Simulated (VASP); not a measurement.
A run of VASP 6.6.1 is set up as follows.

File INCAR:

```
  PREC = Accurate
  ENCUT = 520
  EDIFF = 1E-7
  ISMEAR = -1
  SIGMA = 0.05
  LREAL = False
  LASPH = True
  NELM = 150
  ALGO = Fast
  ISIF = 2
  LWAVE = False
  LCHARG = False
  ISPIN = 2
  MAGMOM = 1 1
  LORBIT = 11
  LMAXMIX = 4
  NBANDS = 21
```

KPOINTS

```
regular mesh
0
Gamma
  12 12 7
```

File POSCAR:

```
Ni
1.0
    2.4960355362      0.0000000000      0.0000000000
   -1.2480177681      2.1616301831      0.0000000000
    0.0000000000      0.0000000000      4.1526868216
Ni
2
Direct
    0.6666666667      0.3333333333      0.7500000000
    0.3333333333      0.6666666667      0.2500000000
```

Potentials or basis: VASP PAW LDA potentials, release 64 (Ni).

Run with:

```console
$ cat potpaw_LDA.64/Ni/POTCAR > POTCAR
$ mpirun -np 1 vasp_std > vasp.out
```

Problem. What does it give for the pressure?

Solution. -20.6 GPa.

Problem. What does it give for the site moments?

Solution. Ni +0.62 μB.

Stress tensor (GPa, compression positive):
```
-19.64   0.00   0.00
  0.00 -19.64   0.00
  0.00   0.00 -22.46
```

Caveat: the cell stands under tension.
